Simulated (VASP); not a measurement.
# H21C10N3O2 in VASP: further runs, part 2 of 2

VASP 6.6.1. The steps go on from the part before.

### Step 4. Single point, r2SCAN+D3(BJ)

POSCAR

```
H21C10N3O2
1.0
    7.1400370000      0.0000000000      0.0000000000
    0.0000000000      7.1400370000      0.0000000000
    0.0000000000      0.0000000000      7.1400370000
C O H N
10 2 21 3
Direct
    0.8289032676      0.3697739942      0.9173902040
    0.8684548834      0.2082202095      0.7784693553
    0.1864836275      0.0856718249      0.2415673756
    0.3143541133      0.1955031886      0.1118201488
    0.4969442035      0.5209496814      0.5497870669
    0.4214263876      0.7188198044      0.5550951627
   -0.0265404787      0.5516217913      0.3406004759
   -0.0706438916      0.7030075614      0.4648715406
    0.4086673500      0.6849404282      1.0518432888
    0.5740866609      0.7759483599      1.0949383035
    1.0440842253      0.1698030416      0.7194360477
    0.4915240635      0.2492704169      0.2028000695
    1.0623894526      0.0613862365      0.6536800860
    0.8017745566      0.0783049163      0.8303458371
    0.7711164522      0.2219876452      0.6607248674
    0.6834558420      0.3896338352      0.9233565596
    0.8811298877      0.3270571287      1.0551485938
    0.8947712736      0.5009777961      0.8800654674
    0.5164819174      0.1424642477      0.2769033270
    0.3382055303      0.1011759463     -0.0052380681
    0.2400267674      0.3201524026      0.0558960689
    0.0237393728      0.0910639539      0.2123658463
    0.2502928206     -0.0589212633      0.2303489464
    0.1954331609      0.1124363921      0.4041995861
    0.5771678774      0.4844092545      0.4284431579
    0.5804451714      0.5116500097      0.6725875510
    0.3619869197      0.4578407647      0.5623920436
   -0.0538652671      0.6252628663      0.2041586059
    0.1288928895      0.5340028350      0.3621129694
   -0.0759659929      0.4087233722      0.3819027829
    0.4437231908      0.5688766039      0.9745747816
    0.3214549168      0.6634699512      1.1736773913
    0.3283036208      0.7786514272      0.9734823503
    0.3578272774      0.8628106549      0.5928120541
   -0.0681509073      0.8283150353      0.5681903329
    0.7112848295      0.8496874736      1.1117869557
```

INCAR.step1

```
SYSTEM = H21C10N3O2
  PREC = Accurate
  ENCUT = 1100
  ISMEAR = -1
  SIGMA = 0.02
  LREAL = Auto
  LASPH = .True.
  NELM = 120
  NBANDS = 68
  GGA = PE
  ALGO = Normal
  EDIFF = 1E-5
  LWAVE = .True.
  LCHARG = .False.
  GGA_COMPAT = .False.
```

INCAR.step2

```
SYSTEM = H21C10N3O2
  PREC = Accurate
  ENCUT = 1100
  EDIFF = 1E-6
  ISMEAR = -1
  SIGMA = 0.02
  LREAL = Auto
  LASPH = .True.
  NELM = 120
  ALGO = Normal
  ISIF = 2
  LWAVE = .False.
  LCHARG = .False.
  METAGGA = R2SCAN
  LMIXTAU = .True.
  IVDW = 12
  VDW_S6 = 1.0
  VDW_S8 = 0.78981345
  VDW_A1 = 0.49484001
  VDW_A2 = 5.73083694
  NBANDS = 68
  ISTART = 1
  GGA_COMPAT = .False.
```

KPOINTS

```
Automatic mesh
0
Gamma
  1 1 1
  0 0 0
```

Started as:

```bash
cat potpaw_PBE.64/C_h/POTCAR potpaw_PBE.64/O_h/POTCAR potpaw_PBE.64/H_h/POTCAR potpaw_PBE.64/N_h/POTCAR > POTCAR
cp INCAR.step1 INCAR
mpirun -np 1 vasp_gam > vasp.out
cp INCAR.step2 INCAR
mpirun -np 1 vasp_gam > vasp.out
```

Run time: 3.9 min. Hardware: 1 thread of Intel Xeon 6975P-C (Granite Rapids), shared host; peak memory 1.1 GiB.

The run converged. Its results:

| Property | Result |
| --- | --- |
| Free energy | -216.3782 eV |
| Pressure | 1.6 GPa |
| Largest force | 5.057 eV/Å |
| Band gap on the k mesh | 4.55 eV |
| Dispersion energy per atom | -0.025 eV |

Forces on the atoms (eV/Å):
```
C    2.504 -1.399 -0.327
C   -3.455 -1.317 -0.073
C   -0.963 -1.052  2.167
C   -0.537  0.946  0.403
C   -1.263  3.025 -0.020
C    1.156 -0.530  0.263
C    1.396  0.328  0.059
C    0.455  0.528  1.735
C   -1.432  0.702  1.511
C   -1.819 -0.899 -0.117
O    2.495  4.067  1.675
O   -1.717  0.430 -1.233
H   -0.413 -2.729 -1.186
H    0.331  0.224  0.801
H   -0.005  0.772 -0.748
H   -1.355 -0.023  0.238
H   -0.257  0.220 -0.109
H    0.249  0.293 -0.277
H    0.621 -0.752  0.689
H    0.400  0.298 -0.417
H    0.739 -0.254  0.294
H    2.493 -0.404 -0.139
H   -1.402  0.751  0.378
H    0.216  0.280 -2.365
H   -0.151 -0.088 -0.552
H    0.439 -0.427  0.751
H   -0.157 -1.677  0.076
H   -0.015 -1.640  0.266
H   -0.799  0.198 -0.490
H   -0.505  1.104 -0.746
H   -0.023 -2.304 -1.068
H    0.201 -0.742  0.190
H   -0.979  0.932 -1.439
N    0.155 -0.293 -0.284
N   -0.642 -0.741 -0.720
N    4.043  2.172  0.815
```

Stress tensor (GPa, compression positive):
```
2.23 2.74 0.46
2.74 1.26 0.45
0.46 0.45 1.34
```

Levels at points of the mesh, in eV from the valence-band top:
| k point | band 40 | band 41 | band 42 | band 43 | band 44 | band 45 | band 46 | band 47 | band 48 | band 49 |
| --- | --- | --- | --- | --- | --- | --- | --- | --- | --- | --- |
| (0.00, 0.00, 0.00) | -2.27 | -2.14 | -1.65 | -0.96 | 0.00 | 4.55 | 5.06 | 5.45 | 5.49 | 5.70 |

Caveat: the k points lie up to 0.88 Å⁻¹ apart; the atoms stand as in a frame of molecular dynamics; the PAW data sets were made with another functional, which shifts forces and pressure a little.

### Step 5. Single point, r2SCAN+D3(BJ)

POSCAR

```
H21C10N3O2
1.0
    7.1400370000      0.0000000000      0.0000000000
    0.0000000000      7.1400370000      0.0000000000
    0.0000000000      0.0000000000      7.1400370000
C O H N
10 2 21 3
Direct
    0.8392673595      0.3732053489      0.9132025506
    0.8596594107      0.2135703218      0.7772648797
    0.1906152587      0.0763441422      0.2382900817
    0.3206005795      0.1892427168      0.1115120272
    0.5089049258      0.5370980571      0.5458935297
    0.4315383800      0.7223351924      0.5653612159
   -0.0205601175      0.5543668751      0.3501942637
   -0.0698455764      0.7026014011      0.4706418188
    0.3934993614      0.6797023601      1.0471514363
    0.5606833690      0.7854581146      1.0901764235
    1.0489161331      0.1653492832      0.7245200550
    0.4886389244      0.2494104722      0.2047608437
    1.0430057995      0.0485431658      0.6592682923
    0.7902900223      0.0925485400      0.8585669794
    0.7952059632      0.2425197516      0.6478257746
    0.6850524724      0.3978410756      0.9127543737
    0.8668582530      0.3410906694      1.0605267172
    0.9116059202      0.4998713592      0.8628666770
    0.5408235279      0.1411197169      0.2725616128
    0.3770708751      0.1237668656     -0.0088234837
    0.2465673497      0.3190179547      0.0621145241
    0.0502518404      0.0770164076      0.1866236828
    0.2101389671     -0.0744814067      0.2517634012
    0.2171417319      0.1491588909      0.3601942119
    0.5940165296      0.5200393219      0.4164824356
    0.5815516082      0.4985968560      0.6796043214
    0.4048858570      0.4263563340      0.5377983335
   -0.0603218163      0.5693107753      0.2017636603
    0.1332346037      0.5297871706      0.3456844831
   -0.1066100918      0.4312582694      0.3894797744
    0.4266644557      0.5628402206      0.9462135840
    0.3212868505      0.6190444111      1.1618847353
    0.3086818738      0.7916345532      0.9597709368
    0.3558384922      0.8621944116      0.5878400910
   -0.0780808279      0.8343934352      0.5614676787
    0.7033016776      0.8538891325      1.1118429778
```

INCAR.step1

```
SYSTEM = H21C10N3O2
ALGO = Normal
EDIFF = 1E-5
ENCUT = 1100
GGA = PE
GGA_COMPAT = .False.
ISMEAR = -1
LASPH = .True.
LCHARG = .False.
LREAL = Auto
LWAVE = .True.
NBANDS = 68
NELM = 120
PREC = Accurate
SIGMA = 0.02
```

INCAR.step2

```
SYSTEM = H21C10N3O2
ALGO = Normal
EDIFF = 1E-6
ENCUT = 1100
GGA_COMPAT = .False.
ISIF = 2
ISMEAR = -1
ISTART = 1
IVDW = 12
LASPH = .True.
LCHARG = .False.
LMIXTAU = .True.
LREAL = Auto
LWAVE = .False.
METAGGA = R2SCAN
NBANDS = 68
NELM = 120
PREC = Accurate
SIGMA = 0.02
VDW_A1 = 0.49484001
VDW_A2 = 5.73083694
VDW_S6 = 1.0
VDW_S8 = 0.78981345
```

KPOINTS

```
k-points
0
Gamma
  1 1 1
  0 0 0
```

Started as:

```bash
cat potpaw_PBE.64/C_h/POTCAR potpaw_PBE.64/O_h/POTCAR potpaw_PBE.64/H_h/POTCAR potpaw_PBE.64/N_h/POTCAR > POTCAR
cp INCAR.step1 INCAR
mpirun -np 1 vasp_gam > vasp.out
cp INCAR.step2 INCAR
mpirun -np 1 vasp_gam > vasp.out
```

It took 5.7 min on 1 thread of Intel Xeon 6975P-C (Granite Rapids), shared host; peak memory 1.1 GiB.

It converged, with:

| Item | Value |
| --- | --- |
| Free energy | -217.2734 eV |
| Pressure | 0.4 GPa |
| Largest force | 3.571 eV/Å |
| Band gap on the k mesh | 4.85 eV |
| Dispersion energy per atom | -0.025 eV |

Forces in eV/Å, atoms in the order of the input:
```
C   -0.660  0.626 -0.541
C    0.879 -2.316  1.879
C    0.528 -0.557 -2.287
C   -0.015  0.481 -0.268
C    0.760 -0.559  0.428
C   -0.124 -1.017 -0.085
C   -0.233 -1.791 -1.130
C    0.771  0.694 -0.558
C   -0.230  1.615 -3.176
C   -1.179 -1.843 -0.081
O   -0.051  1.371  1.281
O    0.198 -0.156  1.243
H   -0.176 -0.539 -0.209
H    0.547  0.764 -1.413
H   -1.374  0.265 -0.979
H    0.684  0.216  0.129
H    0.403 -0.204 -0.450
H   -0.123 -0.084  0.372
H   -0.367  0.667 -0.623
H   -0.395 -0.912 -1.314
H    0.452 -0.824  0.409
H   -0.875  0.684 -0.013
H    0.902  0.260  0.168
H   -0.620  0.468  2.518
H   -0.172  0.190  0.869
H    0.234  0.446 -1.090
H   -0.590  0.187 -0.178
H   -0.088  0.798  0.441
H   -0.840 -0.212  0.600
H    0.963 -0.052  0.114
H   -0.064  0.867  0.776
H   -0.332  0.106  0.693
H    0.450 -1.849  1.300
N   -0.031  0.751  0.145
N   -0.612  0.371  0.622
N    1.383  1.088  0.409
```

Stress tensor (GPa, compression positive):
```
 0.42 -0.17  1.15
-0.17 -0.06  2.50
 1.15  2.50  0.71
```

Levels at points of the mesh, in eV from the valence-band top:
```tsv
k point	band 41	band 42	band 43	band 44	band 45	band 46	band 47	band 48
(0.00, 0.00, 0.00)	-2.09	-1.48	-0.56	0.00	4.85	5.15	5.45	5.58
```

Caveat: the k points lie up to 0.88 Å⁻¹ apart; the PAW data sets were made with another functional, which shifts forces and pressure a little.

### Step 6. The runs side by side

| cell | gap on the mesh (eV) | pressure (GPa) | largest force (eV/Å) |
| --- | --- | --- | --- |
| as given, atomic positions A | 4.89 | 0.8 | 3.40 |
| as given, atomic positions B | 4.63 | 0.8 | 4.87 |
| as given, atomic positions C | 4.55 | 1.6 | 5.06 |
| as given, atomic positions D | 4.85 | 0.4 | 3.57 |

Alike in all rows: task single point; level r2SCAN+D3(BJ); potentials or basis VASP PAW PBE potentials, release 64 (C_h, O_h, H_h, N_h); no spin polarisation; k mesh 1 × 1 × 1; cutoff (eV) 1100; smearing fermi-dirac 0.02 eV.

Caveats: all runs use coarse meshes; the PAW data sets were made with another functional, which shifts forces and pressure a little; the atoms stand as in a frame of molecular dynamics (at least some runs).

Absolute energies hang on the potentials; compare differences alone.
